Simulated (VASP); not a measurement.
# Bi (Im-3m) in VASP: a series of runs

The runs below take Bi through relaxation of cell and atoms, single point, with PBEsol, PBE.

All numbers are computed with VASP 6.6.1; they aren't measurements. Logs are shortened: lines on timing, memory, paths and dates and some standing lists are left out, and cuts for length are marked.

## 1. The cell of the first run

The structure is cubic, space group Im-3m (No. 229). Conventional cell: a = 3.963 Å, b = 3.963 Å, c = 3.963 Å, α = 90.00°, β = 90.00°, γ = 90.00°. Bi (site symmetry m-3m) has 14 Bi at 3.43 to 3.96 Å within 4.5 Å.

## 2. Relaxation of cell and atoms, PBEsol, target pressure 5 GPa, at which the enthalpy is minimised

Contents of INCAR:

```
SYSTEM = Bi
PREC = Accurate ; ENCUT = 600
EDIFF = 1E-6 ; ISMEAR = -1
SIGMA = 0.05 ; LREAL = .False.
LASPH = .True. ; NELM = 80
ALGO = Fast ; ISIF = 3
LWAVE = .False. ; LCHARG = .False.
GGA = PS ; IBRION = 2
NSW = 60 ; EDIFFG = -0.01
PSTRESS = 50.0
```

Contents of KPOINTS:

```
Automatic mesh
0
Gamma
  9 9 9
  0 0 0
```

Contents of POSCAR:

```
Bi
1.0
   -1.9814305318      1.9814305318      1.9814305318
    1.9814305318     -1.9814305318      1.9814305318
    1.9814305318      1.9814305318     -1.9814305318
Bi
1
Direct
    0.0000000000      0.0000000000      0.0000000000
```

Potentials or basis: VASP PAW PBE potentials, release 64 (Bi_d).

Started as:

```console
cat potpaw_PBE.64/Bi_d/POTCAR > POTCAR
mpirun -np 1 vasp_std > vasp.out
```

OUTCAR:

```text
SYSTEM = Bi
   PREC = Accurate
   ENCUT = 600
   EDIFF = 1E-6
   ISMEAR = -1
   LREAL = .False.
   LASPH = .True.
   NELM = 80
   ISIF = 3
   GGA = PS
   IBRION = 2
   NSW = 60
   EDIFFG = -0.01
   PSTRESS = 50.0

 ion  position               nearest neighbor table
   1  0.000  0.000  0.000-

  LATTYP: Found a body centered cubic cell.
 ALAT       =     3.9628610636

  Lattice vectors:

 A1 = (  -1.9814305318,   1.9814305318,   1.9814305318)
 A2 = (   1.9814305318,  -1.9814305318,   1.9814305318)
 A3 = (   1.9814305318,   1.9814305318,  -1.9814305318)

Analysis of symmetry for initial positions (statically):
=====================================================================
 Subroutine PRICEL returns:
 Original cell was already a primitive cell.

 Routine SETGRP: Setting up the symmetry group for a
 body centered cubic supercell.

 Subroutine GETGRP returns: Found 48 space group operations
[... 9 lines left out ...]

 Routine SETGRP: Setting up the symmetry group for a
 body centered cubic supercell.

 Subroutine GETGRP returns: Found 48 space group operations
[... 11 lines left out ...]
                                     Primitive cell

  volume of cell :      31.1169

  direct lattice vectors                    reciprocal lattice vectors
    -1.981430532  1.981430532  1.981430532     0.000000000  0.252342937  0.252342937
     1.981430532 -1.981430532  1.981430532     0.252342937  0.000000000  0.252342937
     1.981430532  1.981430532 -1.981430532     0.252342937  0.252342937  0.000000000

  length of vectors
     3.431938353  3.431938353  3.431938353     0.356866804  0.356866804  0.356866804

  position of ions in fractional coordinates (direct lattice)
     0.000000000  0.000000000  0.000000000

  ion indices of the primitive-cell ions
   primitive index   ion index
                 1           1

----------------------------------------------------------------------------------------

 KPOINTS: Automatic mesh

Automatic generation of k-mesh.
 Grid dimensions read from file:
 generate k-points for:    9    9    9

 Generating k-lattice:

  Cartesian coordinates                     Fractional coordinates (reciprocal lattice)
     0.000000000  0.028038104  0.028038104     0.111111111  0.000000000  0.000000000
     0.028038104  0.000000000  0.028038104     0.000000000  0.111111111  0.000000000
     0.028038104  0.028038104  0.000000000     0.000000000  0.000000000  0.111111111

  Length of vectors
     0.039651867  0.039651867  0.039651867

  Shift w.r.t. Gamma in fractional coordinates (k-lattice)
     0.000000000  0.000000000  0.000000000

 Subroutine IBZKPT returns following result:
 ===========================================

 Found     35 irreducible k-points:

 Following reciprocal coordinates:
            Coordinates               Weight
  0.000000  0.000000  0.000000      1.000000
  0.111111  0.000000  0.000000     12.000000
  0.222222  0.000000  0.000000     12.000000
  0.333333  0.000000  0.000000     12.000000
  0.444444  0.000000  0.000000     12.000000
  0.111111  0.111111  0.000000     24.000000
[... 16 lines left out ...]
 -0.333333  0.444444  0.111111     48.000000
 -0.444444 -0.444444  0.111111     24.000000
 [... further k-points ...]
   k-points           NKPTS =     35   k-points in BZ     NKDIM =     35   number of bands    NBANDS=     11
   number of dos      NEDOS =    301   number of ions     NIONS =      1
   total plane-waves  NPLWV =  21952
   dimension x,y,z NGX =    28 NGY =   28 NGZ =   28
   dimension x,y,z NGXF=    56 NGYF=   56 NGZF=   56
   ions per type =               1
   NGX,Y,Z   is equivalent  to a cutoff of  13.56, 13.56, 13.56 a.u.
   NGXF,Y,Z  is equivalent  to a cutoff of  27.13, 27.13, 27.13 a.u.
 SYSTEM =  Bi
   PREC   = accura    normal or accurate (medium, high low for compatibility)
   ISTART =      0    job   : 0-new  1-cont  2-samecut
   ICHARG =      2    charge: 1-file 2-atom 10-const
   ISPIN  =      1    spin polarized calculation?
   LNONCOLLINEAR =      F non collinear calculations
   LSORBIT =      F    spin-orbit coupling
   LASPH  =      T    aspherical Exc in radial PAW
   ENCUT  =  600.0 eV  44.10 Ry    6.64 a.u.   6.85  6.85  6.85*2*pi/ulx,y,z
   NELM   =     80;   NELMIN=  2; NELMDL= -5     # of ELM steps
   EDIFF  = 0.1E-05   stopping-criterion for ELM
   LREAL  =      F    real-space projection
   EDIFFG = -.1E-01   stopping-criterion for IOM
   NSW    =     60    number of steps for IOM
   IBRION =      2    ionic relax: 0-MD 1-quasi-New 2-CG
   NFREE  =      1    steps in history (QN), initial steepest desc. (CG)
   ISIF   =      3    stress and relaxation
   ISYM   =      2    0-nonsym 1-usesym 2-fastsym
   POTIM  = 0.5000    time-step for ionic-motion
   TEBEG  =    0.0;   TEEND  =   0.0 temperature during run
   PSTRESS=   50.0 pullay stress
   NELECT =      15.0000    total number of electrons
   NUPDOWN=      -1.0000    fix difference up-down
   EMIN   =  10.00;   EMAX   =-10.00  energy-range for DOS
   EFERMI =   0.00;   METHOD = LEGACY
   ISMEAR =    -1;   SIGMA  =   0.05  broadening in eV -4-tet -1-fermi 0-gaus
   EFERMI_NEDOS =   21; number of points for ismear=-14 and -15
   IALGO  =     68    algorithm
   IMIX   =      4    mixing-type and parameters
     AMIX     =   0.40;   BMIX     =  1.00
     AMIX_MAG =   1.60;   BMIX_MAG =  1.00
  volume/ion in A,a.u.               =      31.12       209.99
  Fermi-wavevector in a.u.,A,eV,Ry     =   1.283630  2.425708 22.418388  1.647705
  Thomas-Fermi vector in A             =   2.415871
   LORBIT       =      0    0 simple, 1 ext, 2 COOP (PROOUT), +10 PAW based schemes
   GGA     = PS    functional components
   LHFCALC =     F    Hartree Fock is set to
   AEXX    =    0.0000 exact exchange contribution
   IVDW    =     0    specifies the selected vdW correction
   LEPSILON=     F    determine dielectric tensor
   LRPA    =     F    only Hartree local field effects (RPA)
 conjugate gradient relaxation of ions
 non-spin polarized calculation
 RMM-DIIS sequential band-by-band and
  energy-cutoff  :      600.00
  volume of cell :       31.12
 maximum number of plane-waves:      1055
   NGX = 13   NGY = 13   NGZ = 13

--------------------------------------- Ionic step        1  -------------------------------------------

 number of electron      14.9999994 magnetization

 Free energy of the ion-electron system (eV)
  ---------------------------------------------------
  ext. energy  EPLUGINS =         0.00000000
  ---------------------------------------------------
  free energy    TOTEN  =        -4.22742962 eV

  energy without entropy =       -4.22326236  energy(sigma->0) =       -4.22534599

------------------------ aborting loop because EDIFF is reached ----------------------------------------

  FORCE on cell =-STRESS in cart. coord.  units (eV):
  Direction    XX          YY          ZZ          XY          YZ          ZX
  --------------------------------------------------------------------------------------
  -------------------------------------------------------------------------------------
  Total       -0.3812930     -0.3812930     -0.3812930      0.0000000      0.0000000     -0.0000000
  in kB      -19.6323774    -19.6323774    -19.6323774      0.0000000      0.0000000     -0.0000000
  external PRESSURE =     -69.6323774 kB  Pullay stress =      50.0000000 kB

 VOLUME and BASIS-vectors are now :
 -----------------------------------------------------------------------------
  energy-cutoff  :      600.00
  volume of cell :       31.12
      direct lattice vectors                 reciprocal lattice vectors
    -1.981430532  1.981430532  1.981430532     0.000000000  0.252342937  0.252342937
     1.981430532 -1.981430532  1.981430532     0.252342937  0.000000000  0.252342937
     1.981430532  1.981430532 -1.981430532     0.252342937  0.252342937  0.000000000
[... 7 lines left out ...]
  FREE ENERGIE OF THE ION-ELECTRON SYSTEM (eV)
  ---------------------------------------------------
  free  energy   TOTEN  =        -4.2274296229 eV

  energy  without entropy=       -4.2232623642  energy(sigma->0) =       -4.22534599

  enthalpy is  TOTEN    =        -3.2563474856 eV   P V=        0.9710821372

--------------------------------------- Ionic step        2  -------------------------------------------

 number of electron      15.0000004 magnetization

 E-fermi :  10.7114     XC(G=0): -11.4423

 val. band max:       10.6974278046   @ k =  -0.2222   0.2222   0.2222
 cond. band min:      10.8916762801   @ k =   0.2222   0.0000   0.0000
 fundamental gap:      0.1942484754
 Fermi energy:        10.7113907633

 k-point     1 :       0.0000    0.0000    0.0000
  band No.  band energies     occupation
      1     -12.6628      2.00000
      2     -12.6628      2.00000
      3     -12.6628      2.00000
      4     -12.4154      2.00000
      5     -12.4154      2.00000
      6      -4.6260      2.00000
      7      17.2728      0.00000
      8      17.2728      0.00000
      9      17.2728      0.00000
     10      20.9699      0.00000
     11      22.5973      0.00000

 k-point     2 :       0.1111    0.0000    0.0000
  band No.  band energies     occupation
      1     -12.6726      2.00000
      2     -12.6494      2.00000
      3     -12.6171      2.00000
      4     -12.4262      2.00000
      5     -12.4167      2.00000
      6      -4.3410      2.00000
      7      14.7968      0.00000
      8      16.3668      0.00000
      9      16.8904      0.00000
     10      21.4831      0.00000
     11      21.9639      0.00000
[... 410 lines left out ...]
  FREE ENERGIE OF THE ION-ELECTRON SYSTEM (eV)
  ---------------------------------------------------
  free  energy   TOTEN  =        -4.2028228477 eV

  energy  without entropy=       -4.1978170159  energy(sigma->0) =       -4.20031993

  enthalpy is  TOTEN    =        -3.3316303105 eV   P V=        0.8711925372

--------------------------------------- Ionic step        5  -------------------------------------------

 number of electron      15.0000000 magnetization

 Free energy of the ion-electron system (eV)
  ---------------------------------------------------
  ext. energy  EPLUGINS =         0.00000000
  ---------------------------------------------------
  free energy    TOTEN  =        -4.20401200 eV

  energy without entropy =       -4.19897604  energy(sigma->0) =       -4.20149402

 E-fermi :   9.3004     XC(G=0): -10.9607

 val. band max:        9.0367021293   @ k =  -0.2222   0.2222   0.2222
 cond. band min:       9.3094218330   @ k =   0.3333   0.2222   0.1111
 fundamental gap:      0.2727197037
 Fermi energy:         9.3003648623

 k-point     1 :       0.0000    0.0000    0.0000
  band No.  band energies     occupation
      1     -13.9007      2.00000
      2     -13.9007      2.00000
      3     -13.9007      2.00000
      4     -13.7171      2.00000
      5     -13.7171      2.00000
      6      -5.1822      2.00000
      7      15.0878      0.00000
      8      15.0878      0.00000
      9      15.0878      0.00000
     10      19.6355      0.00000
     11      19.7349      0.00000

 k-point     2 :       0.1111    0.0000    0.0000
  band No.  band energies     occupation
      1     -13.9077      2.00000
      2     -13.8902      2.00000
      3     -13.8665      2.00000
      4     -13.7250      2.00000
      5     -13.7182      2.00000
      6      -4.9262      2.00000
      7      12.8439      0.00000
      8      14.3160      0.00000
      9      14.8062      0.00000
     10      18.2084      0.00000
     11      18.9088      0.00000
[... 330 lines left out ...]
 POSITION                                       TOTAL-FORCE (eV/Angst)
 -----------------------------------------------------------------------------------
      0.00000      0.00000      0.00000         0.000000      0.000000      0.000000
 -----------------------------------------------------------------------------------
    total drift:                               -0.000000     -0.000000     -0.000000

  FREE ENERGIE OF THE ION-ELECTRON SYSTEM (eV)
  ---------------------------------------------------
  free  energy   TOTEN  =        -4.2040119999 eV

  energy  without entropy=       -4.1989760437  energy(sigma->0) =       -4.20149402

  enthalpy is  TOTEN    =        -3.3316213106 eV   P V=        0.8723906893

 reached required accuracy - stopping structural energy minimisation
```

Wall time 2 min (1 thread of Intel Xeon 8259CL, shared host); peak memory 0.17 GiB.

What came out:

- Free energy: -4.2040 eV
- Relaxed volume: 27.95 Å³/atom
- Relaxed cell: a = 3.311 Å, b = 3.311 Å, c = 3.311 Å, α = 109.47°, β = 109.47°, γ = 109.47°
- Space group after relaxing (to 0.05 Å): Im-3m (No. 229)
- Energy change on relaxing (the enthalpy is what falls): +23.4 meV/atom
- Ionic steps: 5
- Pressure after relaxing: 5.1 GPa

Step by step:
```csv
step,energy change (eV),largest force (eV/Å),pressure (GPa),volume (Å³)
1,0.0000,0.0000,-1.96,31.12
2,0.1694,0.0000,14.31,25.42
3,0.0227,0.0000,4.84,27.98
4,0.0246,0.0000,5.06,27.92
5,0.0234,0.0000,5.05,27.95
```

Final structure:
```yaml
crystal:
  lattice:
    - [-1.91189, 1.91189, 1.91189]
    - [1.91189, -1.91189, 1.91189]
    - [1.91189, 1.91189, -1.91189]
  atoms:
    - { symbol: Bi, position: [0.00000, 0.00000, 0.00000] }
```

Caveat: the cell is relaxed towards a set pressure, so the enthalpy falls and the energy may rise; the PAW data sets were made with another functional, which shifts forces and pressure a little; spin-orbit coupling is left out, which moves the levels of the heavy elements.

## 3. Relaxation of cell and atoms, PBEsol, target pressure 20 GPa, at which the enthalpy is minimised

Contents of INCAR:

```
PREC = Accurate ; ENCUT = 600
EDIFF = 1E-6 ; ISMEAR = -1
SIGMA = 0.05 ; LREAL = False
LASPH = True ; NELM = 100
ALGO = Fast ; ISIF = 3
LWAVE = False ; LCHARG = False
GGA = PS ; IBRION = 2
NSW = 60 ; EDIFFG = -0.01
PSTRESS = 200.0
```

Contents of KPOINTS:

```
Automatic mesh
0
Gamma
  9 9 9
```

POSCAR is that of step 2.

Potentials or basis: VASP PAW PBE potentials, release 64 (Bi_d).

Started as:

```console
cat potpaw_PBE.64/Bi_d/POTCAR > POTCAR
mpirun -np 1 vasp_std > vasp.out
```

It took 4.1 min on 1 thread of Intel Xeon 8259CL, shared host; peak memory 0.17 GiB.

The run converged. Its results:

| Quantity | Value |
| --- | --- |
| Free energy | -3.9452 eV |
| Relaxed volume | 24.35 Å³/atom |
| Relaxed cell | a = 3.163 Å, b = 3.163 Å, c = 3.163 Å, α = 109.47°, β = 109.47°, γ = 109.47° |
| Space group after relaxing (to 0.05 Å) | Im-3m (No. 229) |
| Energy change on relaxing (the enthalpy is what falls) | +282.3 meV/atom |
| Ionic steps | 9 |
| Pressure after relaxing | 20.0 GPa |

The path:
```
step  energy change (eV)  largest force (eV/Å)  pressure (GPa)  volume (Å³)
   1              0.0000                0.0000           -1.96        31.12
   2              4.4377                0.0000          183.75        15.59
   3              1.3436                0.0000           16.00        25.23
   4              0.2296                0.0000           17.42        24.81
   5              0.3158                0.0000           21.62        24.10
   6              0.2812                0.0000           19.85        24.36
   7              0.2969                0.0000           20.78        24.24
   8              0.2524                0.0000           18.51        24.60
   9              0.2823                0.0000           20.02        24.35
```

Final structure:
```
CELL_PARAMETERS angstrom
-1.82601 1.82601 1.82601
1.82601 -1.82601 1.82601
1.82601 1.82601 -1.82601
ATOMIC_POSITIONS crystal
Bi 0.00000 0.00000 0.00000
```

Levels at points of the mesh, in eV from the Fermi level:
| k point | band 3 | band 4 | band 5 | band 6 | band 7 | band 8 | band 9 | band 10 | band 11 |
| --- | --- | --- | --- | --- | --- | --- | --- | --- | --- |
| (0.00, 0.00, 0.00) | -23.49 | -23.21 | -23.21 | -15.78 | 6.91 | 6.91 | 6.91 | 10.19 | 12.57 |

Caveat: the cell is relaxed towards a set pressure, so the enthalpy falls and the energy may rise; the volume moved by over 15 % at a fixed basis, so the end points are rough; the PAW data sets were made with another functional, which shifts forces and pressure a little; spin-orbit coupling is left out, which moves the levels of the heavy elements.

[end of part 1 of 3]
